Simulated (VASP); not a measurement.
# Na4Sb (Im-3m) in VASP: notebook

Runs on Na4Sb. Level: PBE. Tasks: single point, relaxation of cell and atoms.

Program: VASP 6.6.1. These are calculated values, not measurements. Logs are shortened: lines on timing, memory, paths and dates and some standing lists are left out, and cuts for length are marked.

### Step 1. The cell of the first run

Symmetry: Im-3m, No. 229, cubic system. Conventional cell: a = 6.197 Å, b = 6.197 Å, c = 6.197 Å, α = 90.00°, β = 90.00°, γ = 90.00°. Na (site symmetry -3m) has 2 Sb at 2.68 Å and 6 Na at 3.10 Å within 3.5 Å. Within 3.5 Å of Sb (site symmetry m-3m) lie 8 Na at 2.68 Å.

### Step 2. Single point, PBE

Contents of INCAR:

```
SYSTEM = Na4Sb
PREC     = Accurate       ! precision mode
ENCUT    = 520            ! plane-wave cutoff, eV
EDIFF    = 1E-7           ! SCF threshold, eV
ISMEAR   = 0              ! smearing method
SIGMA    = 0.1            ! smearing width, eV
LREAL    = .False.        ! projectors in reciprocal space
LASPH    = .True.         ! aspherical terms in the spheres
NELM     = 100            ! most SCF steps
ALGO     = Normal         ! electronic algorithm
ISIF     = 2              ! what is computed and relaxed
LWAVE    = .False.        ! write WAVECAR
LCHARG   = .True.         ! write CHGCAR
GGA      = PE             ! functional
LELF     = .True.         ! ELF
LVHAR    = .True.       
NBANDS   = 24             ! bands
```

Contents of KPOINTS:

```
Automatic mesh
0
Gamma
  4 4 4
  0 0 0
```

Contents of POSCAR:

```
Na4Sb
1.0
   -3.0983256400      3.0983256400      3.0983256400
    3.0983256400     -3.0983256400      3.0983256400
    3.0983256400      3.0983256400     -3.0983256400
Na Sb
4 1
Direct
    0.5000000000      0.5000000000      0.5000000000
    0.0000000000      0.0000000000      0.5000000000
    0.0000000000      0.5000000000      0.0000000000
    0.5000000000      0.0000000000      0.0000000000
    0.0000000000      0.0000000000      0.0000000000
```

Potentials or basis: VASP PAW PBE potentials, release 64 (Na_pv, Sb).

Command:

```bash
cat potpaw_PBE.64/Na_pv/POTCAR potpaw_PBE.64/Sb/POTCAR > POTCAR
mpirun -np 1 vasp_std > vasp.out
```

OUTCAR:

```text
SYSTEM = Na4Sb
   PREC = Accurate
   ENCUT = 520
   EDIFF = 1E-7
   ISMEAR = 0
   LREAL = .False.
   LASPH = .True.
   NELM = 100
   ISIF = 2
   GGA = PE

 ion  position               nearest neighbor table
   1  0.500  0.500  0.500-   5 2.68   5 2.68
   2  0.000  0.000  0.500-   5 2.68   5 2.68
   3  0.000  0.500  0.000-   5 2.68   5 2.68
   4  0.500  0.000  0.000-   5 2.68   5 2.68
   5  0.000  0.000  0.000-   1 2.68   2 2.68   3 2.68   4 2.68   2 2.68   3 2.68   4 2.68   1 2.68

  LATTYP: Found a body centered cubic cell.
 ALAT       =     6.1966512800

  Lattice vectors:

 A1 = (  -3.0983256400,   3.0983256400,   3.0983256400)
 A2 = (   3.0983256400,  -3.0983256400,   3.0983256400)
 A3 = (   3.0983256400,   3.0983256400,  -3.0983256400)

Analysis of symmetry for initial positions (statically):
=====================================================================
 Subroutine PRICEL returns:
 Original cell was already a primitive cell.

 Routine SETGRP: Setting up the symmetry group for a
 body centered cubic supercell.

 Subroutine GETGRP returns: Found 48 space group operations
 (whereof 48 operations were pure point group operations)
 out of a pool of 48 trial point group operations.

The static configuration has the point symmetry O_h .

Analysis of symmetry for dynamics (positions and initial velocities):
=====================================================================
 Subroutine PRICEL returns:
 Original cell was already a primitive cell.

 Routine SETGRP: Setting up the symmetry group for a
 body centered cubic supercell.

 Subroutine GETGRP returns: Found 48 space group operations
 (whereof 48 operations were pure point group operations)
 out of a pool of 48 trial point group operations.

The dynamic configuration has the point symmetry O_h .

 Subroutine INISYM returns: Found 48 space group operations
 (whereof 48 operations are pure point group operations),
 and found     1 'primitive' translations

----------------------------------------------------------------------------------------

                                     Primitive cell

  volume of cell :     118.9710

  direct lattice vectors                    reciprocal lattice vectors
    -3.098325640  3.098325640  3.098325640     0.000000000  0.161377485  0.161377485
     3.098325640 -3.098325640  3.098325640     0.161377485  0.000000000  0.161377485
[... 73 lines left out ...]
   NELM   =    100;   NELMIN=  2; NELMDL= -5     # of ELM steps
   EDIFF  = 0.1E-06   stopping-criterion for ELM
   LREAL  =      F    real-space projection
   EDIFFG = 0.1E-05   stopping-criterion for IOM
   NSW    =      0    number of steps for IOM
   IBRION =     -1    ionic relax: 0-MD 1-quasi-New 2-CG
   NFREE  =      0    steps in history (QN), initial steepest desc. (CG)
   ISIF   =      2    stress and relaxation
   ISYM   =      2    0-nonsym 1-usesym 2-fastsym
   POTIM  = 0.5000    time-step for ionic-motion
   TEBEG  =    0.0;   TEEND  =   0.0 temperature during run
   PSTRESS=    0.0 pullay stress
   NELECT =      33.0000    total number of electrons
   NUPDOWN=      -1.0000    fix difference up-down
   EMIN   =  10.00;   EMAX   =-10.00  energy-range for DOS
   EFERMI =   0.00;   METHOD = LEGACY
   ISMEAR =     0;   SIGMA  =   0.10  broadening in eV -4-tet -1-fermi 0-gaus
   EFERMI_NEDOS =   21; number of points for ismear=-14 and -15
   IALGO  =     38    algorithm
   IMIX   =      4    mixing-type and parameters
     AMIX     =   0.40;   BMIX     =  1.00
     AMIX_MAG =   1.60;   BMIX_MAG =  1.00
  volume/ion in A,a.u.               =      23.79       160.57
  Fermi-wavevector in a.u.,A,eV,Ry     =   1.067659  2.017582 15.509213  1.139895
  Thomas-Fermi vector in A             =   2.203282
   LORBIT       =      0    0 simple, 1 ext, 2 COOP (PROOUT), +10 PAW based schemes
   GGA     = PE    functional components
   LHFCALC =     F    Hartree Fock is set to
   AEXX    =    0.0000 exact exchange contribution
   IVDW    =     0    specifies the selected vdW correction
   LEPSILON=     F    determine dielectric tensor
   LRPA    =     F    only Hartree local field effects (RPA)
 non-spin polarized calculation
 Gauss-broadening in eV      SIGMA  =   0.10
  energy-cutoff  :      520.00
  volume of cell :      118.97
 maximum number of plane-waves:      3252
   NGX = 19   NGY = 19   NGZ = 19

 number of electron      32.9999960 magnetization

 Free energy of the ion-electron system (eV)
  ---------------------------------------------------
  ext. energy  EPLUGINS =         0.00000000
  ---------------------------------------------------
  free energy    TOTEN  =        -8.07978920 eV

  energy without entropy =       -8.07521235  energy(sigma->0) =       -8.07750077

 E-fermi :   3.7455     XC(G=0):  -8.1800

 val. band max:        3.6499065779   @ k =   0.5000   0.5000   0.2500
 cond. band min:       3.9113237761   @ k =  -0.2500   0.2500   0.2500
 fundamental gap:      0.2614171981
 Fermi energy:         3.7455473876

 k-point     1 :       0.0000    0.0000    0.0000
  band No.  band energies     occupation
      1     -21.4282      2.00000
      2     -21.4282      2.00000
      3     -21.4282      2.00000
      4     -21.4207      2.00000
      5     -21.4207      2.00000
      6     -21.4207      2.00000
[... 205 lines left out ...]
     23       9.6000      0.00000
     24       9.6000      0.00000

------------------------ aborting loop because EDIFF is reached ----------------------------------------

  FORCE on cell =-STRESS in cart. coord.  units (eV):
  Direction    XX          YY          ZZ          XY          YZ          ZX
  --------------------------------------------------------------------------------------
  -------------------------------------------------------------------------------------
  Total       11.6006243     11.6006243     11.6006243      0.0000000      0.0000000     -0.0000000
  in kB      156.2250855    156.2250855    156.2250855      0.0000000      0.0000000     -0.0000000
  external PRESSURE =     156.2250855 kB  Pullay stress =       0.0000000 kB

 VOLUME and BASIS-vectors are now :
 -----------------------------------------------------------------------------
  energy-cutoff  :      520.00
  volume of cell :      118.97
      direct lattice vectors                 reciprocal lattice vectors
    -3.098325640  3.098325640  3.098325640     0.000000000  0.161377485  0.161377485
     3.098325640 -3.098325640  3.098325640     0.161377485  0.000000000  0.161377485
     3.098325640  3.098325640 -3.098325640     0.161377485  0.161377485  0.000000000

 POSITION                                       TOTAL-FORCE (eV/Angst)
 -----------------------------------------------------------------------------------
      1.54916      1.54916      1.54916        -0.000000      0.000000     -0.000000
      1.54916      1.54916     -1.54916         0.000000     -0.000000     -0.000000
      1.54916     -1.54916      1.54916        -0.000000      0.000000     -0.000000
     -1.54916      1.54916      1.54916         0.000000     -0.000000      0.000000
      0.00000      0.00000      0.00000        -0.000000     -0.000000      0.000000
 -----------------------------------------------------------------------------------
    total drift:                                0.000000     -0.000000      0.000000

  FREE ENERGIE OF THE ION-ELECTRON SYSTEM (eV)
  ---------------------------------------------------
  free  energy   TOTEN  =        -8.0797891977 eV

  energy  without entropy=       -8.0752123490  energy(sigma->0) =       -8.07750077
```

OSZICAR:

```text
N       E                     dE             d eps       ncg     rms          rms(c)
DAV:   1     0.288252709953E+03    0.28825E+03   -0.17167E+04   384   0.143E+03
DAV:   2     0.765254115059E+01   -0.28060E+03   -0.27525E+03   400   0.411E+02
DAV:   3    -0.883806742783E+01   -0.16491E+02   -0.16401E+02   456   0.116E+02
DAV:   4    -0.918047807251E+01   -0.34241E+00   -0.34232E+00   424   0.164E+01
DAV:   5    -0.919136059594E+01   -0.10883E-01   -0.10882E-01   528   0.300E+00    0.388E+00
DAV:   6    -0.822958955532E+01    0.96177E+00   -0.89447E-01   384   0.426E+00    0.195E+00
DAV:   7    -0.808319557600E+01    0.14639E+00   -0.52426E-01   480   0.284E+00    0.108E+00
DAV:   8    -0.808426478949E+01   -0.10692E-02   -0.54802E-02   424   0.159E+00    0.322E-01
DAV:   9    -0.807992834283E+01    0.43364E-02   -0.13403E-02   464   0.791E-01    0.739E-02
DAV:  10    -0.807982707198E+01    0.10127E-03   -0.11801E-03   440   0.222E-01    0.136E-01
DAV:  11    -0.807984544327E+01   -0.18371E-04   -0.37702E-05   496   0.463E-02    0.924E-02
DAV:  12    -0.807978843040E+01    0.57013E-04   -0.14465E-04   464   0.846E-02    0.615E-03
DAV:  13    -0.807978971483E+01   -0.12844E-05   -0.15441E-05   440   0.216E-02    0.154E-02
DAV:  14    -0.807979008102E+01   -0.36619E-06   -0.26779E-07   448   0.330E-03    0.268E-02
DAV:  15    -0.807978927812E+01    0.80290E-06   -0.11454E-06   384   0.432E-03    0.495E-03
DAV:  16    -0.807978917321E+01    0.10490E-06   -0.13332E-07   368   0.153E-03    0.188E-03
DAV:  17    -0.807978919770E+01   -0.24488E-07   -0.27703E-09   288   0.450E-04
   1 F= -.80797892E+01 E0= -.80775008E+01  d E =-.457685E-02
```

Run time: 19 s. Hardware: 1 thread of Intel Xeon 6975P-C (Granite Rapids), shared host; peak memory 0.24 GiB.

Results:

```
Free energy : -8.0798 eV
Pressure    : 15.6 GPa
```

Levels at points of the mesh, in eV from the Fermi level:
```csv
k point,band 14,band 15,band 16,band 17,band 18,band 19,band 20,band 21
"(0.00, 0.00, 0.00)",-1.95,-1.95,-1.95,-1.69,2.47,2.47,3.14,3.14
"(0.50, 0.00, 0.00)",-4.00,-2.47,-2.16,-0.47,1.64,1.99,2.66,4.04
"(0.50, 0.50, 0.50)",-3.16,-3.16,-3.16,-0.69,-0.69,3.67,3.67,3.67
```

Caveat: spin-orbit coupling is left out, which moves the levels of the heavy elements.

### Step 3. Single point, PBE

This run uses another cell than the first one, of 38.45 Å³/atom, 1.616 times its volume.

Contents of INCAR:

```
SYSTEM = Na4Sb
  ALGO = Fast
  EDIFF = 1E-7
  ENCUT = 520
  GGA = PE
  ISIF = 2
  ISMEAR = 0
  LASPH = .TRUE.
  LCHARG = .FALSE.
  LREAL = .FALSE.
  LWAVE = .FALSE.
  NBANDS = 24
  NELM = 100
  PREC = Accurate
  SIGMA = 0.1
```

Contents of KPOINTS:

```
k-points
0
G
  4 4 4
  0 0 0
```

POSCAR, as its differences from that of step 2:

```diff
@@ -2,5 +2,5 @@
 1.0
-   -3.0983256400      3.0983256400      3.0983256400
-    3.0983256400     -3.0983256400      3.0983256400
-    3.0983256400      3.0983256400     -3.0983256400
+   -3.6357034355      3.6357034355      3.6357034355
+    3.6357034355     -3.6357034355      3.6357034355
+    3.6357034355      3.6357034355     -3.6357034355
 Na Sb
```

Potentials or basis: VASP PAW PBE potentials, release 64 (Na_pv, Sb).

Command:

```bash
cat potpaw_PBE.64/Na_pv/POTCAR potpaw_PBE.64/Sb/POTCAR > POTCAR
mpirun -np 1 vasp_std > vasp.out
```

Run time: 41 s. Hardware: 1 thread of Intel Xeon Platinum 8259CL at 2.50GHz (Skylake/Cascade Lake), shared host; peak memory 0.32 GiB.

Results (log left out):

- Free energy: -10.4403 eV
- Pressure: 0.1 GPa

Levels at points of the mesh, in eV from the Fermi level:
```tsv
k point	band 14	band 15	band 16	band 17	band 18	band 19
(0.00, 0.00, 0.00)	-1.72	-1.72	-1.72	-1.72	2.32	2.32
(0.50, 0.00, 0.00)	-2.98	-2.03	-1.78	-0.50	0.99	1.27
(0.50, 0.50, 0.50)	-2.47	-2.47	-2.47	-0.27	-0.27	2.48
```

Caveat: spin-orbit coupling is left out, which moves the levels of the heavy elements.

### Step 4. Relaxation of cell and atoms, PBE

Contents of INCAR:

```
SYSTEM = Na4Sb
PREC     = Accurate       ! precision mode
ENCUT    = 600            ! plane-wave cutoff, eV
EDIFF    = 1E-7           ! SCF threshold, eV
ISMEAR   = 0              ! smearing method
SIGMA    = 0.1            ! smearing width, eV
LREAL    = .False.        ! projectors in reciprocal space
LASPH    = .True.         ! aspherical terms in the spheres
NELM     = 80             ! most SCF steps
ALGO     = Fast           ! electronic algorithm
ISIF     = 3              ! what is computed and relaxed
LWAVE    = .False.        ! write WAVECAR
LCHARG   = .False.        ! write CHGCAR
GGA      = PE             ! functional
IBRION   = 2              ! ionic algorithm
NSW      = 90             ! ionic steps
EDIFFG   = -0.04          ! ionic threshold
```

Contents of KPOINTS:

```
regular mesh
0
Gamma
  4 4 4
  0 0 0
```

POSCAR, as its differences from that of step 3:

```diff
@@ -2,5 +2,5 @@
 1.0
-   -3.6357034355      3.6357034355      3.6357034355
-    3.6357034355     -3.6357034355      3.6357034355
-    3.6357034355      3.6357034355     -3.6357034355
+   -3.0983256400      3.0983256400      3.0983256400
+    3.0983256400     -3.0983256400      3.0983256400
+    3.0983256400      3.0983256400     -3.0983256400
 Na Sb
```

Command:

```bash
cat potpaw_PBE.64/Na_pv/POTCAR potpaw_PBE.64/Sb/POTCAR > POTCAR
mpirun -np 1 vasp_std > vasp.out
```

It took 2.8 min on 1 thread of Intel Xeon Platinum 8259CL at 2.50GHz (Skylake/Cascade Lake), shared host; peak memory 0.34 GiB.

The run converged. Its results:

* Free energy: -10.4235 eV
* Relaxed volume: 38.65 Å³/atom
* Relaxed cell: a = 6.308 Å, b = 6.308 Å, c = 6.308 Å, α = 109.47°, β = 109.47°, γ = 109.47°
* Space group after relaxing (to 0.05 Å): Im-3m (No. 229)
* Energy gained by relaxing: 468.7 meV/atom
* Ionic steps: 5
* Pressure after relaxing: -0.1 GPa

Step by step:
```tsv
step	energy change (eV)	largest force (eV/Å)	pressure (GPa)	volume (Å³)
1	0.0000	0.0000	15.62	118.97
2	-2.1389	0.0000	2.66	163.55
3	-2.3080	0.0000	0.96	179.10
4	-2.2660	0.0000	-1.07	213.10
5	-2.3434	0.0000	-0.10	193.26
```

Final structure:
```xyz
5
Lattice="-3.6422 3.6422 3.6422 3.6422 -3.6422 3.6422 3.6422 3.6422 -3.6422" Properties=species:S:1:pos:R:3 pbc="T T T"
Na    1.8211    1.8211    1.8211
Na    1.8211    1.8211   -1.8211
Na    1.8211   -1.8211    1.8211
Na   -1.8211    1.8211    1.8211
Sb    0.0000    0.0000    0.0000
```

Levels at points of the mesh, in eV from the Fermi level:
| k point | band 13 | band 14 | band 15 | band 16 | band 17 | band 18 | band 19 | band 20 |
| --- | --- | --- | --- | --- | --- | --- | --- | --- |
| (0.00, 0.00, 0.00) | -8.94 | -1.71 | -1.71 | -1.71 | -1.71 | 2.31 | 2.49 | 2.49 |
| (0.50, 0.00, 0.00) | -8.84 | -2.97 | -2.03 | -1.77 | -0.49 | 0.99 | 1.27 | 2.06 |
| (0.50, 0.50, 0.50) | -8.77 | -2.46 | -2.46 | -2.46 | -0.27 | -0.27 | 2.47 | 2.47 |

Caveat: the volume moved by over 15 % at a fixed basis, so the end points are rough; spin-orbit coupling is left out, which moves the levels of the heavy elements.

### Step 5. Summary

```tsv
task	cell	cutoff (eV)	gap on the mesh (eV)	pressure (GPa)
single point	a = 5.366 Å, angles 109.5°, 5 atoms	520	none	15.6
single point	a = 6.297 Å, angles 109.5°, 5 atoms	520	none	0.1
relaxation of cell and atoms	relaxed from a = 5.366 Å, angles 109.5°, 5 atoms	600	none	-0.1
```

Alike in all rows: level PBE; potentials or basis VASP PAW PBE potentials, release 64 (Na_pv, Sb); no spin polarisation; k mesh 4 × 4 × 4; smearing gaussian 0.1 eV.

Caveats: spin-orbit coupling is left out, which moves the levels of the heavy elements; the volume moved by over 15 % at a fixed basis, so the end points are rough (some runs).

Total energies depend on the potentials used, so only differences within one code and one set of settings carry meaning.
